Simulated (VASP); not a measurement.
Runs of VASP 6.6.1 on Ru. The structure is that of space group Fm-3m (No. 225), or close to it. The cells are those of the table. 

| level | cell | k mesh | gap on the mesh (eV) | pressure (GPa) |
| --- | --- | --- | --- | --- |
| PBE | a = 2.673 Å, angles 60.0°, 1 atom | 8 × 8 × 8 | none | 6.8 |
| r2SCAN | a = 2.676 Å, angles 60.0°, 1 atom | 18 × 18 × 18 | none | 1.4 |
| r2SCAN | a = 2.658 Å, angles 60.0°, 1 atom | 18 × 18 × 18 | none | 8.8 |
| PBE | a = 2.692 Å, angles 60.0°, 1 atom | 8 × 8 × 8 | none | (a) |
| r2SCAN | a = 2.692 Å, angles 60.0°, 1 atom | 18 × 18 × 18 | none | (b) |

Alike in all rows: task single point; potentials or basis VASP PAW PBE potentials, release 64 (Ru_pv); no spin polarisation; cutoff (eV) 520; smearing gaussian 0.05 eV.

Q: Fill in the values left out.

A: (a) -0.1; (b) -4.3.

Caveats: the PAW data sets were made with another functional, which shifts forces and pressure a little (some runs).

A k mesh can miss the band edges, and the runs leave out spin-orbit coupling on Ru.

A gap of «none» marks levels without a gap at the run's occupations.
